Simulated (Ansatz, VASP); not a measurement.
# One calculation of Al, two programs

File INCAR:

```
PREC = Accurate ; ENCUT = 520
EDIFF = 1E-6 ; ISMEAR = 0
SIGMA = 0.15 ; LREAL = False
LASPH = True ; NELM = 80
ALGO = Fast ; ISIF = 2
LWAVE = False ; LCHARG = False
GGA = PE ; IVDW = 12
NBANDS = 14
```

The input KPOINTS:

```
regular mesh
0
Gamma
  18 18 6
```

POSCAR

```
Al
1.0
    2.7741080537      0.0000000000      0.0000000000
   -1.3870540269      2.4024480474      0.0000000000
    0.0000000000      0.0000000000      8.7506464447
Al
4
Direct
    0.0000000000      0.0000000000      0.0000000000
    0.3333333333      0.6666666667      0.2500000000
    0.0000000000      0.0000000000      0.5000000000
    0.6666666667      0.3333333333      0.7500000000
```

Input for Ansatz:

```yaml
crystal:
  lattice:
    - [2.7741080537, 0.0, 0.0]
    - [-1.3870540269, 2.4024480474, 0.0]
    - [0.0, 0.0, 8.7506464447]
  atoms:
    - { symbol: Al, position: [0.0, 0.0, 0.0] }
    - { symbol: Al, position: [0.3333333333, 0.6666666667, 0.25] }
    - { symbol: Al, position: [0.0, 0.0, 0.5] }
    - { symbol: Al, position: [0.6666666667, 0.3333333333, 0.75] }
basis:
  ecutwfc: 420
kpoints:
  mp_grid: { grid: [18, 18, 6] }
hamiltonian:
  xc: pbe
  pseudopotentials: { kind: paw, azcp: { folder: soft_1 } }
  dispersion: d3bj
scf:
  occupations: { method: gaussian, width: 0.15 }
output:
  forces: true
  stress: true
  eigenvalues: true
```

Alike in both runs: task single point; functional PBE; dispersion D3(BJ); k mesh 18 × 18 × 6; occupations gaussian, width 0.15 eV; no spin polarisation.

|  | VASP | Ansatz |
| --- | --- | --- |
| version | VASP 6.6.1 | Ansatz 0.2.0 |
| potentials or method | VASP PAW PBE potentials, release 64 (Al), cutoff 520 eV | scalar-relativistic, plane waves, PAW |
| valence electrons in the cell | 12 | 12 |

Ansatz gave:

* gap on the k mesh at the Fermi level (eV): none
* pressure (GPa): 8.7
* traceless stress, the component that is largest in VASP (GPa): 3.40

What did VASP give for the same quantities?

gap on the k mesh at the Fermi level (eV): none; pressure (GPa): 8.7; traceless stress, the component that is largest in VASP (GPa): 3.41.

A gap of «none» marks a metal or a gap that the smearing closes.
